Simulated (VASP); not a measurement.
Si: single point with PBEsol

Crystal: Si.

```
CELL_PARAMETERS angstrom
0.00000 1.91419 1.91419
1.91419 0.00000 1.91419
1.91419 1.91419 0.00000
ATOMIC_POSITIONS crystal
Si 0.00000 0.00000 0.00000
```

```
Program             : VASP 6.6.1
Task                : single point
Functional          : PBEsol
Potentials or basis : VASP PAW PBE potentials, release 64 (Si)
Cutoff              : 520 eV
k mesh              : 16 × 16 × 16
Occupations         : fermi-dirac, width 0.1 eV
Spin                : no spin polarisation
```

| Item | Value |
| --- | --- |
| Pressure | 0.5 GPa |
| Band gap on the k mesh | zero (band 2 reaches 22.04 eV, above the bottom of band 3 at 7.36 eV) |

Levels at points of the mesh, in eV from the Fermi level:
```csv
k point,band 1,band 2,band 3,band 4,band 5,band 6,band 7
"(0.00, 0.00, 0.00)",-14.77,11.48,11.48,11.48,12.02,12.02,12.02
"(0.50, 0.00, 0.00)",-7.72,-7.20,8.81,8.81,10.90,10.90,13.61
"(0.50, 0.50, 0.00)",-5.54,-4.56,3.25,3.25,4.31,6.95,24.99
```

Wall time 7.9 s on 1 thread of Intel Xeon 6975P-C, on a shared host, peak memory 0.13 GiB.

Caveat: the PAW data sets were made with another functional, which shifts forces and pressure a little.
